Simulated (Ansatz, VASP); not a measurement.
## Two plane-wave programs on MgO

```xyz
2
Lattice="0.0000 1.9445 2.1021 2.1021 0.0000 2.1021 2.1021 1.9445 0.0000" Properties=species:S:1:pos:R:3 pbc="T T T"
Mg    0.0000    0.0000    0.0000
O     2.1021    1.9445    2.1021
```

Change from the starting cell: strain -0.0750 x Voigt [0, 1, 0, 0, 0, 0], atoms carried along.

Alike in both runs: task single point; functional r2SCAN; k mesh 10 × 10 × 10; occupations gaussian, width 0.05 eV; no spin polarisation.

|  | VASP | Ansatz |
| --- | --- | --- |
| version | VASP 6.6.1 | Ansatz 0.2.0 |
| potentials or method | VASP PAW PBE potentials, release 64 (Mg, O), cutoff 520 eV | scalar-relativistic, plane waves, PAW |
| valence electrons in the cell | 8 | 16 |

|  | VASP | Ansatz | Ansatz less VASP |
| --- | --- | --- | --- |
| gap on the k mesh at the Fermi level (eV) | 6.37 | 6.40 | +0.025 |
| least direct gap on the mesh (eV) | 6.37 | 6.40 | +0.025 |
| pressure (GPa) | 16.9 | 18.0 | +1.05 |
| traceless stress, the component that is largest in VASP (GPa) | 19.68 | 19.46 | -0.221 |

VASP's potentials were made for PBE, not for r2SCAN. With one functional, cell and mesh, what is left measures potentials, basis and numerics. VASP's potentials hold 8 valence electrons a cell and Ansatz's 16, so a difference there can come from the potentials and not from the codes.
